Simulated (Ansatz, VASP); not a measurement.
One calculation of SnSe, two programs

```
Sn Se
1.0
    -4.28533    0.00000    0.00000
     0.00000   -4.28533    0.00000
     0.00000    0.00000   15.49069
Sn Se
2 2
Direct
  0.50000 0.00000 0.26410
  0.00000 0.50000 0.44541
  0.50000 0.00000 0.43708
  0.00000 0.50000 0.27242
```

Alike in both runs: task single point; functional r2SCAN; k mesh 6 × 6 × 3; occupations gaussian, width 0.05 eV; no spin polarisation.

|  | VASP | Ansatz |
| --- | --- | --- |
| version | VASP 6.6.1 | Ansatz 0.2.0 |
| potentials or method | VASP PAW PBE potentials, release 64 (Sn_d, Se), cutoff 520 eV | scalar-relativistic, plane waves, PAW |
| valence electrons in the cell | 40 | 60 |

Ansatz gave:

- gap on the k mesh at the Fermi level (eV): 1.78
- least direct gap on the mesh (eV): 1.78
- rms of the force components (eV/Å): 0.006

Estimate VASP's values.

gap on the k mesh at the Fermi level (eV): 1.77; least direct gap on the mesh (eV): 1.77; rms of the force components (eV/Å): 0.008.

VASP's potentials were made for PBE, not for r2SCAN. Atom by atom the forces differ by 0.008 eV/Å (rms over components). VASP's potentials hold 40 valence electrons a cell and Ansatz's 60, so a difference there can come from the potentials and not from the codes.
